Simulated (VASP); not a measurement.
Wanted: the native input for a VASP 6.6.1 run.

| Item | Value |
| --- | --- |
| Task | single point |
| Functional | PBE |
| Potentials or basis | VASP PAW PBE potentials, release 64 (W_sv, S, F) |
| Cutoff | 520 eV |
| k mesh | 18 × 18 × 6 |
| Occupations | gaussian, width 0.1 eV |
| Spin | no spin polarisation |
| Dipole correction | no |
| Further INCAR settings | ALGO = Fast; EDIFF = 1e-06; NBANDS = 24 |

The structure of WS2F lies in POSCAR:

```
WS2F
1.0
    3.1075460843      0.0000000000      0.0000000000
   -1.5537730422      2.6912138524      0.0000000000
    0.0000000000      0.0000000000      8.6410037538
W S F
1 2 1
Direct
    0.0000000000      0.0000000000      0.5000000000
    0.0000000000      0.0000000000      0.7557592118
    0.0000000000      0.0000000000      0.2442407882
    0.0000000000      0.0000000000      0.0000000000
```

The cell was generated, and may not be a known phase.

These files were run (other wordings do the same):

INCAR

```
  PREC = Accurate
  ENCUT = 520
  EDIFF = 1E-6
  ISMEAR = 0
  SIGMA = 0.1
  LREAL = False
  LASPH = True
  NELM = 60
  ALGO = Fast
  ISIF = 2
  LWAVE = False
  LCHARG = False
  GGA = PE
  NBANDS = 24
```

KPOINTS

```
regular mesh
0
Gamma
  18 18 6
```

Potentials or basis: VASP PAW PBE potentials, release 64 (W_sv, S, F).

Launch:

```sh
$ cat potpaw_PBE.64/W_sv/POTCAR potpaw_PBE.64/S/POTCAR potpaw_PBE.64/F/POTCAR > POTCAR
$ mpirun -np 1 vasp_std > vasp.out
```

Results of the run:

```
Pressure               : -0.1 GPa
Largest force          : 0.007 eV/Å
Band gap on the k mesh : zero (an odd number of electrons rules out a gap without spin polarisation)
```

Caveat: spin-orbit coupling is left out, which moves the levels of the heavy elements; an odd number of electrons without spin polarisation forces a metal; a magnetic or distorted state may lie lower.

Run time: 4.6 min on 1 thread of Oxide Virtual Turin-like Processor, with other jobs on the host, peak memory 0.33 GiB.
